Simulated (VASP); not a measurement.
A run of VASP 6.6.1:

The input INCAR:

```
SYSTEM = Lu
ALGO = Normal ; EDIFF = 1E-6
ENCUT = 520 ; GGA = CA
ISIF = 2 ; ISMEAR = -1
LASPH = .True. ; LCHARG = .False.
LREAL = .False. ; LWAVE = .False.
NBANDS = 32 ; NELM = 80
PREC = Accurate ; SIGMA = 0.05
```

File KPOINTS:

```
k-points
0
Gamma
  12 12 12
  0 0 0
```

Contents of POSCAR:

```
Lu
1.0
    0.0000000000      3.0467279662      3.0467279662
    3.0467279662      0.0000000000      3.0467279662
    3.0467279662      3.0467279662      0.0000000000
Lu
2
Direct
   -0.1250000000     -0.1250000000     -0.1250000000
    0.1250000000      0.1250000000      0.1250000000
```

Potentials or basis: VASP PAW PBE potentials, release 64 (Lu).

Run with:

```sh
$ cat potpaw_PBE.64/Lu/POTCAR > POTCAR
$ mpirun -np 1 vasp_std > vasp.out
```

Hardware: 1 thread of Intel Xeon 8259CL, on a shared host.

Problem. Estimate the wall time of this run.

Solution. Wall time 2.6 min on 1 thread of Intel Xeon 8259CL (shared host), peak memory 0.23 GiB. Counts: scf iterations 12, k points 72.
